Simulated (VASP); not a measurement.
A run of VASP 6.6.1 is set up as follows.

File INCAR:

```
PREC = Accurate ; ENCUT = 520
EDIFF = 1E-8 ; ISMEAR = -1
SIGMA = 0.05 ; LREAL = Auto
LASPH = T ; NELM = 100
ALGO = Normal ; ISIF = 2
LWAVE = F ; LCHARG = F
GGA = PS ; LEFG = T
NBANDS = 86
```

The input KPOINTS:

```
Automatic mesh
0
Gamma
  7 7 6
```

POSCAR

```
WC
1.0
    5.8130000000      0.0000000000      0.0000000000
   -2.9065000000      5.0342056722      0.0000000000
    0.0000000000      0.0000000000      5.6732000000
W C
8 8
Direct
    0.0000000000      0.0000000000      0.0000000000
    0.0000000000      0.0000000000      0.5000000000
    0.0000000000      0.5000000000      0.0000000000
    0.0000000000      0.5000000000      0.5000000000
    0.5000000000      0.0000000000      0.0000000000
    0.5000000000      0.0000000000      0.5000000000
    0.5000000000      0.5000000000      0.0000000000
    0.5000000000      0.5000000000      0.5000000000
    0.3333333334      0.1666666666      0.2500000000
    0.3333333334      0.1666666666      0.7500000000
    0.3333333334      0.6666666666      0.2500000000
    0.3333333334      0.6666666666      0.7500000000
    0.8333333334      0.1666666666      0.2500000000
    0.8333333334      0.1666666666      0.7500000000
    0.8333333334      0.6666666666      0.2500000000
    0.8333333334      0.6666666666      0.7500000000
```

Potentials or basis: VASP PAW PBE potentials, release 64 (W_sv, C).

Launch:

```bash
$ cat potpaw_PBE.64/W_sv/POTCAR potpaw_PBE.64/C/POTCAR > POTCAR
$ mpirun -np 1 vasp_std > vasp.out
```

(1) Predict the pressure.

(2) Predict the band gap on the k mesh.

Answers

(1) -2.4 GPa.

(2) zero (bands 72 and 73 overlap by 0.77 eV).

Caveat: without QUAD_EFG the Cq values of the log hold for a quadrupole moment of 1 mb, not for the nuclei; the PAW data sets were made with another functional, which shifts forces and pressure a little; spin-orbit coupling is left out, which moves the levels of the heavy elements.
